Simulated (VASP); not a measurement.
# Al16O in VASP: relaxation of the atoms with PBE

Aim: the relaxation of the atoms of Al16O with PBE.

Program: VASP 6.6.1. These are calculated values, not measurements. Logs are shortened: lines on timing, memory, paths and dates and some standing lists are left out, and cuts for length are marked.

### 1 The cell of the first run

The cell holds a slab with vacuum, 17 atoms: a = 5.714 Å, b = 8.080 Å, c = 19.743 Å, α = 90.00°, β = 90.00°, γ = 90.00°.

### 2 Relaxation of the atoms, PBE

Contents of INCAR:

```
SYSTEM = Al16O
  PREC = Accurate
  ENCUT = 520
  EDIFF = 1E-7
  ISMEAR = 0
  SIGMA = 0.1
  LREAL = Auto
  LASPH = .True.
  NELM = 60
  ALGO = Fast
  ISIF = 2
  LWAVE = .False.
  LCHARG = .False.
  LDIPOL = .True.
  IDIPOL = 3
  DIPOL = 0.5 0.5 0.320
  GGA = PE
  IBRION = 2
  NSW = 36
  EDIFFG = -0.025
  KPAR = 4
```

Contents of KPOINTS:

```
Automatic mesh
0
Gamma
  5 4 1
  0 0 0
```

Contents of POSCAR:

```
Al16O
1.0
    5.7135165838      0.0000000000      0.0000000000
    0.0000000000      8.0801326417      0.0000000000
    0.0000000000      0.0000000000     19.7432787023
Al O
16 1
Selective dynamics
Direct
    0.2500000000      0.2500000000      0.2026005944  F F F
    0.2500000000      0.7500000000      0.2026005944  F F F
    0.7500000000      0.2500000000      0.2026005944  F F F
    0.7500000000      0.7500000000      0.2026005944  F F F
    0.0000000000      0.0000000000      0.2749482104  F F F
    0.0000000000      0.5000000000      0.2749482104  F F F
    0.5000000000      0.0000000000      0.2749482104  F F F
    0.5000000000      0.5000000000      0.2749482104  F F F
    0.2500000000      0.2500000000      0.3495466405  F F F
    0.2500000000      0.7500000000      0.3495466405  F F F
    0.7500000000      0.2500000000      0.3495466405  F F F
    0.7500000000      0.7500000000      0.3495466405  F F F
    0.0000000000      0.0000000000      0.4175232912  F F F
    0.0000000000      0.5000000000      0.4175232912  F F F
    0.5000000000      0.0000000000      0.4175232912  F F F
    0.5000000000      0.5000000000      0.4175232912  F F F
    0.2500000000      0.0000000000      0.4656038392  F F T
```

Potentials or basis: VASP PAW PBE potentials, release 64 (Al, O).

On the command line:

```sh
cat potpaw_PBE.64/Al/POTCAR potpaw_PBE.64/O/POTCAR > POTCAR
mpirun -np 4 vasp_std > vasp.out
```

OUTCAR:

```text
SYSTEM = Al16O
   PREC = Accurate
   ENCUT = 520
   EDIFF = 1E-7
   ISMEAR = 0
   LREAL = Auto
   LASPH = .True.
   NELM = 60
   ISIF = 2
   GGA = PE
   IBRION = 2
   NSW = 36
   EDIFFG = -0.025

 ion  position               nearest neighbor table
   1  0.250  0.250  0.203-   3 2.86   3 2.86   6 2.86   7 2.86   8 2.86   5 2.86   9 2.90
   2  0.250  0.750  0.203-   4 2.86   4 2.86   6 2.86   7 2.86   8 2.86   5 2.86  10 2.90
   3  0.750  0.250  0.203-   1 2.86   1 2.86   6 2.86   7 2.86   8 2.86   5 2.86  11 2.90
   4  0.750  0.750  0.203-   2 2.86   2 2.86   6 2.86   7 2.86   8 2.86   5 2.86  12 2.90
   5  0.000  0.000  0.275-  13 2.81   7 2.86   7 2.86   4 2.86   1 2.86   2 2.86   3 2.86  11 2.88
                            12 2.88   9 2.88  10 2.88
   6  0.000  0.500  0.275-  14 2.81   8 2.86   8 2.86   4 2.86   1 2.86   2 2.86   3 2.86  11 2.88
                            12 2.88   9 2.88  10 2.88
   7  0.500  0.000  0.275-  15 2.81   5 2.86   5 2.86   4 2.86   1 2.86   2 2.86   3 2.86  11 2.88
                            12 2.88   9 2.88  10 2.88
   8  0.500  0.500  0.275-  16 2.81   6 2.86   6 2.86   4 2.86   1 2.86   2 2.86   3 2.86  11 2.88
                            12 2.88   9 2.88  10 2.88
   9  0.250  0.250  0.350-  13 2.81  14 2.81  15 2.81  16 2.81  11 2.86  11 2.86   7 2.88   8 2.88
                             5 2.88   6 2.88   1 2.90
  10  0.250  0.750  0.350-  13 2.81  14 2.81  15 2.81  16 2.81  12 2.86  12 2.86   7 2.88   8 2.88
                             5 2.88   6 2.88   2 2.90
  11  0.750  0.250  0.350-  13 2.81  14 2.81  15 2.81  16 2.81   9 2.86   9 2.86   7 2.88   8 2.88
[... 5 lines left out ...]
  14  0.000  0.500  0.418-   9 2.81  10 2.81  11 2.81  12 2.81   6 2.81  16 2.86  16 2.86
  15  0.500  0.000  0.418-  17 1.72  10 2.81  11 2.81  12 2.81   9 2.81   7 2.81  13 2.86  13 2.86

  16  0.500  0.500  0.418-   9 2.81  10 2.81  11 2.81  12 2.81   8 2.81  14 2.86  14 2.86
  17  0.250  0.000  0.466-  13 1.72  15 1.72

  LATTYP: Found a simple orthorhombic cell.
 ALAT       =     5.7135165838
 B/A-ratio  =     1.4142135624
 C/A-ratio  =     3.4555388810

  Lattice vectors:

 A1 = (   5.7135165838,   0.0000000000,   0.0000000000)
 A2 = (   0.0000000000,   8.0801326417,   0.0000000000)
 A3 = (   0.0000000000,   0.0000000000,  19.7432787023)

Analysis of symmetry for initial positions (statically):
=====================================================================
 Subroutine PRICEL returns:
 Original cell was already a primitive cell.

 Routine SETGRP: Setting up the symmetry group for a
 simple orthorhombic supercell.

 Subroutine GETGRP returns: Found  4 space group operations
 (whereof  2 operations were pure point group operations)
 out of a pool of  8 trial point group operations.

The static configuration has the point symmetry C_1h.
 The point group associated with its full space group is C_2v.

Analysis of symmetry for dynamics (positions and initial velocities):
=====================================================================
 Subroutine PRICEL returns:
 Original cell was already a primitive cell.

 Routine SETGRP: Setting up the symmetry group for a
 simple orthorhombic supercell.

 Subroutine GETGRP returns: Found  4 space group operations
 (whereof  2 operations were pure point group operations)
 out of a pool of  8 trial point group operations.

The dynamic configuration has the point symmetry C_1h.
 The point group associated with its full space group is C_2v.

Analysis of constrained symmetry for selective dynamics:
=====================================================================
 Subroutine PRICEL returns:
 Original cell was already a primitive cell.

 Routine SETGRP: Setting up the symmetry group for a
 simple orthorhombic supercell.

 Subroutine GETGRP returns: Found  4 space group operations
 (whereof  2 operations were pure point group operations)
 out of a pool of  8 trial point group operations.

The constrained configuration has the point symmetry C_1h.
 The point group associated with its full space group is C_2v.

 Subroutine INISYM returns: Found  4 space group operations
 (whereof  2 operations are pure point group operations),
 and found     1 'primitive' translations

----------------------------------------------------------------------------------------

[... 63 lines left out ...]
     0.000000000  0.030940086  0.000000000     0.000000000  0.250000000  0.000000000
     0.000000000  0.000000000  0.050650149     0.000000000  0.000000000  1.000000000

  Length of vectors
     0.035004712  0.030940086  0.050650149

  Shift w.r.t. Gamma in fractional coordinates (k-lattice)
     0.000000000  0.000000000  0.000000000

 Subroutine IBZKPT returns following result:
 ===========================================

 Found      9 irreducible k-points:

 Following reciprocal coordinates:
            Coordinates               Weight
  0.000000  0.000000  0.000000      1.000000
  0.200000  0.000000  0.000000      2.000000
  0.400000  0.000000  0.000000      2.000000
  0.000000  0.250000  0.000000      2.000000
  0.200000  0.250000  0.000000      4.000000
  0.400000  0.250000  0.000000      4.000000
  0.000000  0.500000  0.000000      1.000000
  0.200000  0.500000  0.000000      2.000000
  0.400000  0.500000  0.000000      2.000000
   k-points           NKPTS =      9   k-points in BZ     NKDIM =      9   number of bands    NBANDS=     36
   number of dos      NEDOS =    301   number of ions     NIONS =     17
   total plane-waves  NPLWV = 378000
   dimension x,y,z NGX =    42 NGY =   60 NGZ =  150
   dimension x,y,z NGXF=    84 NGYF=  120 NGZF=  300
   ions per type =              16   1
   NGX,Y,Z   is equivalent  to a cutoff of  12.22, 12.34, 12.63 a.u.
   NGXF,Y,Z  is equivalent  to a cutoff of  24.44, 24.69, 25.26 a.u.
 SYSTEM =  Al16O
   PREC   = accura    normal or accurate (medium, high low for compatibility)
   ISTART =      0    job   : 0-new  1-cont  2-samecut
   ICHARG =      2    charge: 1-file 2-atom 10-const
   ISPIN  =      1    spin polarized calculation?
   LNONCOLLINEAR =      F non collinear calculations
   LSORBIT =      F    spin-orbit coupling
   LASPH  =      T    aspherical Exc in radial PAW
   ENCUT  =  520.0 eV  38.22 Ry    6.18 a.u.  10.62 15.02 36.71*2*pi/ulx,y,z
   NELM   =     60;   NELMIN=  2; NELMDL= -5     # of ELM steps
   EDIFF  = 0.1E-06   stopping-criterion for ELM
   LREAL  =      T    real-space projection
   EDIFFG = -.3E-01   stopping-criterion for IOM
   NSW    =     36    number of steps for IOM
   IBRION =      2    ionic relax: 0-MD 1-quasi-New 2-CG
   NFREE  =      1    steps in history (QN), initial steepest desc. (CG)
   ISIF   =      2    stress and relaxation
   ISYM   =      2    0-nonsym 1-usesym 2-fastsym
   POTIM  = 0.5000    time-step for ionic-motion
   TEBEG  =    0.0;   TEEND  =   0.0 temperature during run
   PSTRESS=    0.0 pullay stress
   NELECT =      54.0000    total number of electrons
   NUPDOWN=      -1.0000    fix difference up-down
   EMIN   =  10.00;   EMAX   =-10.00  energy-range for DOS
   EFERMI =   0.00;   METHOD = LEGACY
   ISMEAR =     0;   SIGMA  =   0.10  broadening in eV -4-tet -1-fermi 0-gaus
   EFERMI_NEDOS =   21; number of points for ismear=-14 and -15
   IALGO  =     68    algorithm
   IMIX   =      4    mixing-type and parameters
     AMIX     =   0.40;   BMIX     =  1.00
     AMIX_MAG =   1.60;   BMIX_MAG =  1.00
  volume/ion in A,a.u.               =      53.62       361.82
  Fermi-wavevector in a.u.,A,eV,Ry     =   0.638203  1.206029  5.541699  0.407303
  Thomas-Fermi vector in A             =   1.703466
   LORBIT       =      0    0 simple, 1 ext, 2 COOP (PROOUT), +10 PAW based schemes
   GGA     = PE    functional components
   LHFCALC =     F    Hartree Fock is set to
   AEXX    =    0.0000 exact exchange contribution
   IVDW    =     0    specifies the selected vdW correction
   LEPSILON=     F    determine dielectric tensor
   LRPA    =     F    only Hartree local field effects (RPA)
 conjugate gradient relaxation of ions
 non-spin polarized calculation
 RMM-DIIS sequential band-by-band and
 Gauss-broadening in eV      SIGMA  =   0.10
  energy-cutoff  :      520.00
  volume of cell :      911.47
 maximum number of plane-waves:     24626
   NGX = 21   NGY = 31   NGZ = 73

--------------------------------------- Ionic step        1  -------------------------------------------

 number of electron      53.9999993 magnetization

 Free energy of the ion-electron system (eV)
  ---------------------------------------------------
  ext. energy  EPLUGINS =         0.00000000
  ---------------------------------------------------
  free energy    TOTEN  =       -63.32781206 eV

  energy without entropy =      -63.29146707  energy(sigma->0) =      -63.30963957

------------------------ aborting loop because EDIFF is reached ----------------------------------------

  FORCE on cell =-STRESS in cart. coord.  units (eV):
  Direction    XX          YY          ZZ          XY          YZ          ZX
  --------------------------------------------------------------------------------------
  -------------------------------------------------------------------------------------
  Total      -10.9377657     -1.8323619      0.0457466      0.0000000      0.0000000      0.0000000
  in kB      -19.2263986     -3.2209248      0.0804133      0.0000000      0.0000000      0.0000000
  external PRESSURE =      -7.4556367 kB  Pullay stress =       0.0000000 kB
[... 89 lines left out ...]
--------------------------------------- Ionic step        3  -------------------------------------------

 number of electron      53.9999994 magnetization

 dipolmoment           0.000000      0.000000      0.111706 electrons x Angstroem

 Free energy of the ion-electron system (eV)
  ---------------------------------------------------
  ext. energy  EPLUGINS =         0.00000000
  ---------------------------------------------------
  free energy    TOTEN  =       -63.36097347 eV

  energy without entropy =      -63.32541733  energy(sigma->0) =      -63.34319540

 E-fermi :  -0.5824     XC(G=0):  -4.0334

 val. band max:       -0.6282006610   @ k =   0.2000   0.2500   0.0000
 cond. band min:      -0.5651465330   @ k =   0.4000   0.0000   0.0000
 fundamental gap:      0.0630541280
 Fermi energy:        -0.5824136166

 k-point     1 :       0.0000    0.0000    0.0000
  band No.  band energies     occupation
      1     -19.4499      2.00000
      2     -10.8050      2.00000
      3      -8.6266      2.00000
      4      -8.6053      2.00000
      5      -8.2907      2.00000
      6      -6.8402      2.00000
[... 340 lines left out ...]
     35       1.5489      0.00000
     36       1.5667      0.00000

------------------------ aborting loop because EDIFF is reached ----------------------------------------

 vacuum level on the upper side and lower side of the slab       (xc-potential included)         0.198        -0.231

  FORCE on cell =-STRESS in cart. coord.  units (eV):
  Direction    XX          YY          ZZ          XY          YZ          ZX
  --------------------------------------------------------------------------------------
  -------------------------------------------------------------------------------------
  Total      -12.7242069     -1.9274549     -1.0037925      0.0000000      0.0000000      0.0000000
  in kB      -22.3666038     -3.3880791     -1.7644658      0.0000000      0.0000000      0.0000000
  external PRESSURE =      -9.1730496 kB  Pullay stress =       0.0000000 kB
[... 32 lines left out ...]
  FREE ENERGIE OF THE ION-ELECTRON SYSTEM (eV)
  ---------------------------------------------------
  free  energy   TOTEN  =       -63.3609734747 eV

  energy  without entropy=      -63.3254173336  energy(sigma->0) =      -63.34319540

 reached required accuracy - stopping structural energy minimisation

 vacuum level on the upper side and lower side of the slab         3.916         3.476
```

Run time: 12 min. Hardware: 4 MPI ranks of Oxide Virtual Turin-like, shared host; peak memory 0.93 GiB.

Results:

| Quantity | Value |
| --- | --- |
| Free energy | -63.3610 eV |
| Energy gained by relaxing | 2.0 meV/atom |
| Ionic steps | 3 |
| Band gap on the k mesh | zero (bands 27 and 28 overlap by 0.65 eV) |

The path:
```tsv
step	energy change (eV)	largest force on free atoms (eV/Å)	pressure (GPa)
1	0.0000	0.9788	-0.75
2	-0.0301	0.2986	-0.87
3	-0.0332	0.0058	-0.92
```

Final structure:
```
CELL_PARAMETERS angstrom
5.71352 0.00000 0.00000
0.00000 8.08013 0.00000
0.00000 0.00000 19.74328
ATOMIC_POSITIONS crystal
Al 0.25000 0.25000 0.20260
Al 0.25000 0.75000 0.20260
Al 0.75000 0.25000 0.20260
Al 0.75000 0.75000 0.20260
Al 0.00000 0.00000 0.27495
Al 0.00000 0.50000 0.27495
Al 0.50000 0.00000 0.27495
Al 0.50000 0.50000 0.27495
Al 0.25000 0.25000 0.34955
Al 0.25000 0.75000 0.34955
Al 0.75000 0.25000 0.34955
Al 0.75000 0.75000 0.34955
Al 0.00000 0.00000 0.41752
Al 0.00000 0.50000 0.41752
Al 0.50000 0.00000 0.41752
Al 0.50000 0.50000 0.41752
O 0.25000 0.00000 0.46907
```

The gap in the log of VASP goes by the Fermi energy; the results here count the filled bands.